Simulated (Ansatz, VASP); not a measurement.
**Hf: VASP beside Ansatz**

INCAR

```
PREC = Accurate
ENCUT = 520
EDIFF = 1E-7
ISMEAR = 0
SIGMA = 0.15
LREAL = False
LASPH = True
NELM = 100
ALGO = Fast
ISIF = 2
LWAVE = False
LCHARG = False
GGA = PS
NBANDS = 11
```

KPOINTS

```
Automatic mesh
0
Gamma
  20 20 20
```

The input POSCAR:

```
Hf
1.0
   -1.3896838530      1.8296609802      1.8296609802
    1.8296609802     -1.3896838530      1.8296609802
    1.8296609802      1.8296609802     -1.3896838530
Hf
1
Direct
    0.0000000000      0.0000000000      0.0000000000
```

Input for Ansatz:

```yaml
crystal:
  lattice:
    - [-1.389683853, 1.8296609802, 1.8296609802]
    - [1.8296609802, -1.389683853, 1.8296609802]
    - [1.8296609802, 1.8296609802, -1.389683853]
  atoms:
    - { symbol: Hf, position: [0.0, 0.0, 0.0] }
basis:
  ecutwfc: 420
kpoints:
  mp_grid: { grid: [20, 20, 20] }
hamiltonian:
  xc: pbesol
scf:
  occupations: { method: gaussian, width: 0.15 }
output:
  forces: true
  stress: true
  eigenvalues: true
```

Alike in both runs: task single point; functional PBEsol; k mesh 20 × 20 × 20; occupations gaussian, width 0.15 eV; no spin polarisation.

|  | VASP | Ansatz |
| --- | --- | --- |
| version | VASP 6.6.1 | Ansatz 0.2.0 |
| potentials or method | VASP PAW PBE potentials, release 64 (Hf_pv), cutoff 520 eV | scalar-relativistic, plane waves, PAW |
| valence electrons in the cell | 10 | 26 |

```csv
,VASP,Ansatz,Ansatz less VASP
gap on the k mesh at the Fermi level (eV),none,none,-
pressure (GPa),-6.2,-5.9,+0.27
"traceless stress, the component that is largest in VASP (GPa)",-5.40,-5.43,-0.030
```

VASP's potentials were made for PBE, not for PBEsol. A gap of «none» marks a metal or a gap that the smearing closes. VASP's potentials hold 10 valence electrons a cell and Ansatz's 26, so a difference there can come from the potentials and not from the codes.

Spin-orbit coupling is off throughout.
